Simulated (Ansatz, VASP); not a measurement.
MgCdC6N6: VASP beside Ansatz

```xyz
14
Lattice="0.0000 5.6964 5.6964 5.6964 0.0000 5.6964 5.6964 5.6964 0.0000" Properties=species:S:1:pos:R:3 pbc="T T T"
Mg    0.0000    0.0000    0.0000
Cd    5.6964    5.6964    5.6964
C     2.2757    5.6964    5.6964
C     5.6964    2.2757    5.6964
C     5.6964    5.6964    2.2757
C     9.1172    5.6964    5.6964
C     5.6964    9.1172    5.6964
C     5.6964    5.6964    9.1172
N     3.4432    5.6964    5.6964
N     5.6964    3.4432    5.6964
N     5.6964    5.6964    3.4432
N     7.9497    5.6964    5.6964
N     5.6964    7.9497    5.6964
N     5.6964    5.6964    7.9497
```

Alike in both runs: functional PBE; k mesh 6 × 6 × 6; occupations gaussian, width 0.1 eV; no spin polarisation.

Ansatz relaxed the structure, and its values are those at the end. VASP's run is a single point on that final structure, the one shown.

```csv
,VASP,Ansatz
version,VASP 6.6.1,Ansatz 0.2.0
potentials or method,"VASP PAW PBE potentials, release 64 (Mg, Cd, C, N), cutoff 520 eV","scalar-relativistic, plane waves, PAW"
valence electrons in the cell,68,84
```

```csv
,VASP,Ansatz,Ansatz less VASP
gap on the k mesh at the Fermi level (eV),none,none,-
pressure (GPa),0.4,0.0,-0.42
rms of the force components (eV/Å),0.207,0.000,-0.2071
```

A gap of «none» marks a metal or a gap that the smearing closes. One of these differences is far larger than is usual between the two programs; its cause wasn't traced. The functional is the same, so the differences come from potentials, cutoffs and numerics. VASP's potentials hold 68 valence electrons a cell and Ansatz's 84, so a difference there can come from the potentials and not from the codes. Ansatz's warnings: xc potential rough in thin density.

Noted on VASP's run: the standard files for N, O and F lose accuracy on very short bonds.
